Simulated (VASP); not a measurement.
# WF3 (C2/m) in VASP: single point with PBE

Aim: the single point of WF3 with PBE.

Everything below comes from runs of VASP 6.6.1. Logs are shortened: lines on timing, memory, paths and dates and some standing lists are left out, and cuts for length are marked.

## 1. The cell of the first run

Symmetry: C2/m, No. 12, monoclinic system. The conventional cell has a = 4.611 Å, b = 7.987 Å, c = 6.287 Å, α = 90.00°, β = 104.24°, γ = 90.00°. W (site symmetry 2) has 6 F at 2.07 Å and 3 W at 2.66 Å within 2.7 Å. F (site symmetry m) has 2 W at 2.07 Å and 6 F at 2.63 to 2.68 Å within 2.7 Å. F (site symmetry 1) has 2 W at 2.07 Å and 6 F at 2.63 to 2.68 Å within 2.7 Å.

## 2. Single point, PBE

File INCAR:

```
PREC = Accurate
ENCUT = 520
EDIFF = 1E-6
ISMEAR = 0
SIGMA = 0.02
LREAL = False
LASPH = True
NELM = 100
ALGO = Normal
ISIF = 2
LWAVE = False
LCHARG = False
GGA = PE
NBANDS = 45
```

File KPOINTS:

```
Automatic mesh
0
Gamma
  10 10 6
```

File POSCAR:

```
WF3
1.0
    2.3055568016     -3.9932967504     -0.0091801077
    2.3055568016      3.9932967504     -0.0091801077
   -1.5219073465      0.0000000000      6.0997994370
W F
2 6
Direct
    0.1666532311      0.8333467689      0.0000000000
    0.8333467689      0.1666532311      0.0000000000
    0.7529366165      0.7529366165      0.7732609687
    0.2470633835      0.2470633835      0.2267390313
    0.5761254490      0.9051913199      0.2269050581
    0.0948086801      0.4238745510      0.7730949419
    0.4238745510      0.0948086801      0.7730949419
    0.9051913199      0.5761254490      0.2269050581
```

Potentials or basis: VASP PAW PBE potentials, release 64 (W_sv, F).

Run with:

```sh
$ cat potpaw_PBE.64/W_sv/POTCAR potpaw_PBE.64/F/POTCAR > POTCAR
$ mpirun -np 1 vasp_std > vasp.out
```

OUTCAR:

```text
PREC = Accurate
   ENCUT = 520
   EDIFF = 1E-6
   ISMEAR = 0
   LREAL = False
   LASPH = True
   NELM = 100
   ISIF = 2
   GGA = PE

 ion  position               nearest neighbor table
   1  0.167  0.833  0.000-   3 2.07   4 2.07   7 2.07   8 2.07   5 2.07   6 2.07   2 2.66   2 2.66
                             2 2.66
   2  0.833  0.167  0.000-   3 2.07   4 2.07   5 2.07   6 2.07   7 2.07   8 2.07   1 2.66   1 2.66
                             1 2.66
   3  0.753  0.753  0.773-   1 2.07   2 2.07
   4  0.247  0.247  0.227-   1 2.07   2 2.07
   5  0.576  0.905  0.227-   2 2.07   1 2.07
   6  0.095  0.424  0.773-   2 2.07   1 2.07
   7  0.424  0.095  0.773-   1 2.07   2 2.07
   8  0.905  0.576  0.227-   1 2.07   2 2.07

  LATTYP: Found a base centered monoclinic cell.
 ALAT       =     4.6111501558
 B/A-ratio  =     1.7320176596
 C/A-ratio  =     1.3633891559
 COS(beta)  =    -0.2459414632

  Lattice vectors:

 A1 = (   2.3055568016,  -3.9932967504,  -0.0091801077)
 A2 = (   2.3055568016,   3.9932967504,  -0.0091801077)
 A3 = (  -1.5219073465,   0.0000000000,   6.0997994370)

Analysis of symmetry for initial positions (statically):
=====================================================================
 Subroutine PRICEL returns:
 Original cell was already a primitive cell.

 Routine SETGRP: Setting up the symmetry group for a
 base centered monoclinic supercell.

 Subroutine GETGRP returns: Found  4 space group operations
 (whereof  4 operations were pure point group operations)
 out of a pool of  4 trial point group operations.

The static configuration has the point symmetry C_2h.

Analysis of symmetry for dynamics (positions and initial velocities):
=====================================================================
 Subroutine PRICEL returns:
 Original cell was already a primitive cell.

 Routine SETGRP: Setting up the symmetry group for a
 base centered monoclinic supercell.

 Subroutine GETGRP returns: Found  4 space group operations
 (whereof  4 operations were pure point group operations)
 out of a pool of  4 trial point group operations.

The dynamic configuration has the point symmetry C_2h.

 Subroutine INISYM returns: Found  4 space group operations
 (whereof  4 operations are pure point group operations),
 and found     1 'primitive' translations

[... 108 lines left out ...]
   EDIFFG = 0.1E-04   stopping-criterion for IOM
   NSW    =      0    number of steps for IOM
   IBRION =     -1    ionic relax: 0-MD 1-quasi-New 2-CG
   NFREE  =      0    steps in history (QN), initial steepest desc. (CG)
   ISIF   =      2    stress and relaxation
   ISYM   =      2    0-nonsym 1-usesym 2-fastsym
   POTIM  = 0.5000    time-step for ionic-motion
   TEBEG  =    0.0;   TEEND  =   0.0 temperature during run
   PSTRESS=    0.0 pullay stress
   NELECT =      70.0000    total number of electrons
   NUPDOWN=      -1.0000    fix difference up-down
   EMIN   =  10.00;   EMAX   =-10.00  energy-range for DOS
   EFERMI =   0.00;   METHOD = LEGACY
   ISMEAR =     0;   SIGMA  =   0.02  broadening in eV -4-tet -1-fermi 0-gaus
   EFERMI_NEDOS =   21; number of points for ismear=-14 and -15
   IALGO  =     38    algorithm
   IMIX   =      4    mixing-type and parameters
     AMIX     =   0.40;   BMIX     =  1.00
     AMIX_MAG =   1.60;   BMIX_MAG =  1.00
  volume/ion in A,a.u.               =      14.03        94.65
  Fermi-wavevector in a.u.,A,eV,Ry     =   1.398837  2.643418 26.623127  1.956745
  Thomas-Fermi vector in A             =   2.521956
   LORBIT       =      0    0 simple, 1 ext, 2 COOP (PROOUT), +10 PAW based schemes
   GGA     = PE    functional components
   LHFCALC =     F    Hartree Fock is set to
   AEXX    =    0.0000 exact exchange contribution
   IVDW    =     0    specifies the selected vdW correction
   LEPSILON=     F    determine dielectric tensor
   LRPA    =     F    only Hartree local field effects (RPA)
 non-spin polarized calculation
 Gauss-broadening in eV      SIGMA  =   0.02
  energy-cutoff  :      520.00
  volume of cell :      112.21
 maximum number of plane-waves:      3044
 NGX is ok and might be reduce to    36
   NGX = 17   NGY = 17   NGZ = 23

 number of electron      70.0000001 magnetization

 Free energy of the ion-electron system (eV)
  ---------------------------------------------------
  ext. energy  EPLUGINS =         0.00000000
  ---------------------------------------------------
  free energy    TOTEN  =       -53.27875700 eV

  energy without entropy =      -53.27875700  energy(sigma->0) =      -53.27875700

 E-fermi :   2.9858     XC(G=0):  -9.5870

 val. band max:        2.7390456408   @ k =   0.0000   0.0000   0.5000
 cond. band min:       3.2623890218   @ k =   0.0000   0.0000   0.0000
 fundamental gap:      0.5233433810
 Fermi energy:         2.9857662572

 k-point     1 :       0.0000    0.0000    0.0000
  band No.  band energies     occupation
      1     -72.4582      2.00000
      2     -72.3303      2.00000
      3     -37.0232      2.00000
      4     -37.0223      2.00000
      5     -36.9717      2.00000
      6     -36.6561      2.00000
[... 1141 lines left out ...]
     44       9.2266      0.00000
     45       9.3197      0.00000

 [... further k-points ...]

------------------------ aborting loop because EDIFF is reached ----------------------------------------

  FORCE on cell =-STRESS in cart. coord.  units (eV):
  Direction    XX          YY          ZZ          XY          YZ          ZX
  --------------------------------------------------------------------------------------
  -------------------------------------------------------------------------------------
  Total        0.8378652      0.8378711      1.1266671      0.0000000      0.0000000     -0.0015448
  in kB       11.9636429     11.9637267     16.0873645      0.0000000      0.0000000     -0.0220574
  external PRESSURE =      13.3382447 kB  Pullay stress =       0.0000000 kB

 VOLUME and BASIS-vectors are now :
 -----------------------------------------------------------------------------
  energy-cutoff  :      520.00
  volume of cell :      112.21
      direct lattice vectors                 reciprocal lattice vectors
     2.305556802 -3.993296750 -0.009180108     0.217083013 -0.125209828  0.054162475
     2.305556802  3.993296750 -0.009180108     0.217083013  0.125209828  0.054162475
    -1.521907346  0.000000000  6.099799437     0.000653413  0.000000000  0.164102844

 POSITION                                       TOTAL-FORCE (eV/Angst)
 -----------------------------------------------------------------------------------
      2.30556      2.66231     -0.00918        -0.000000     -0.000024     -0.000000
      2.30556     -2.66231     -0.00918         0.000000      0.000024      0.000000
      2.29504      0.00000      4.70291        -0.101358      0.000000     -0.169348
      0.79416      0.00000      1.37853         0.101358      0.000000      0.169348
      3.06993      1.31406      1.37048        -0.048993     -0.086388      0.169094
      0.01927      1.31406      4.71096         0.048993     -0.086388     -0.169094
      0.01927     -1.31406      4.71096         0.048993      0.086388     -0.169094
      3.06993     -1.31406      1.37048        -0.048993      0.086388      0.169094
 -----------------------------------------------------------------------------------
    total drift:                                0.000000     -0.000000     -0.000000

  FREE ENERGIE OF THE ION-ELECTRON SYSTEM (eV)
  ---------------------------------------------------
  free  energy   TOTEN  =       -53.2787569961 eV

  energy  without entropy=      -53.2787569961  energy(sigma->0) =      -53.27875700
```

OSZICAR:

```text
N       E                     dE             d eps       ncg     rms          rms(c)
DAV:   1     0.800147758665E+03    0.80015E+03   -0.41876E+04 16056   0.163E+03
DAV:   2     0.521881737382E+01   -0.79493E+03   -0.77144E+03 17539   0.486E+02
DAV:   3    -0.577945106411E+02   -0.63013E+02   -0.62294E+02 17250   0.140E+02
DAV:   4    -0.588884742585E+02   -0.10940E+01   -0.10913E+01 18236   0.201E+01
DAV:   5    -0.589019654295E+02   -0.13491E-01   -0.13490E-01 17437   0.227E+00    0.365E+01
DAV:   6    -0.534728228941E+02    0.54291E+01   -0.20407E+01 16902   0.313E+01    0.144E+01
DAV:   7    -0.533182276125E+02    0.15460E+00   -0.14410E+00 16938   0.749E+00    0.887E+00
DAV:   8    -0.532830013831E+02    0.35226E-01   -0.24012E-01 17556   0.374E+00    0.111E+00
DAV:   9    -0.532784962395E+02    0.45051E-02   -0.24735E-02 16526   0.103E+00    0.223E-01
DAV:  10    -0.532786883271E+02   -0.19209E-03   -0.60792E-03 17420   0.523E-01    0.244E-01
DAV:  11    -0.532787296347E+02   -0.41308E-04   -0.75505E-04 16629   0.183E-01    0.457E-02
DAV:  12    -0.532787569500E+02   -0.27315E-04   -0.59863E-05 17063   0.477E-02    0.123E-02
DAV:  13    -0.532787569961E+02   -0.46082E-07   -0.72348E-06 17849   0.190E-02
   1 F= -.53278757E+02 E0= -.53278757E+02  d E =-.249467E-70
```

Run time: 8.9 min. Hardware: 1 thread of Oxide Virtual Turin-like, shared host; peak memory 0.65 GiB.

Results:

- Free energy: -53.2788 eV
- Pressure: 1.3 GPa
- Largest force: 0.197 eV/Å
- Band gap on the k mesh: 0.52 eV

Forces on the atoms (eV/Å):
```
W    0.000  0.000  0.000
W    0.000  0.000  0.000
F   -0.101  0.000 -0.169
F    0.101  0.000  0.169
F   -0.049 -0.086  0.169
F    0.049 -0.086 -0.169
F    0.049  0.086 -0.169
F   -0.049  0.086  0.169
```

Stress tensor (GPa, compression positive):
```
1.20 0.00 0.00
0.00 1.20 0.00
0.00 0.00 1.61
```

Levels at points of the mesh, in eV from the valence-band top:
| k point | band 31 | band 32 | band 33 | band 34 | band 35 | band 36 | band 37 | band 38 | band 39 | band 40 |
| --- | --- | --- | --- | --- | --- | --- | --- | --- | --- | --- |
| (0.00, 0.00, 0.00) | -4.64 | -4.64 | -1.17 | 0.00 | 0.00 | 0.52 | 0.54 | 2.81 | 3.05 | 3.72 |
| (0.50, 0.00, 0.00) | -4.88 | -4.85 | -1.84 | -1.12 | -1.06 | 1.90 | 2.01 | 3.26 | 3.42 | 3.61 |
| (0.50, 0.50, 0.00) | -4.86 | -4.84 | -1.87 | -1.10 | -1.09 | 1.89 | 2.01 | 3.26 | 3.48 | 3.68 |
| (0.00, 0.00, 0.50) | -4.65 | -4.65 | -1.01 | 0.00 | 0.00 | 0.52 | 0.53 | 2.81 | 3.57 | 3.72 |
| (0.50, 0.00, 0.50) | -4.86 | -4.86 | -1.86 | -1.13 | -1.05 | 1.90 | 2.00 | 3.27 | 3.33 | 3.70 |
| (0.50, 0.50, 0.50) | -4.88 | -4.87 | -1.84 | -1.14 | -1.04 | 1.91 | 2.00 | 3.28 | 3.28 | 3.62 |

Caveat: spin-orbit coupling is left out, which moves the levels of the heavy elements. A k mesh can miss the band edges.
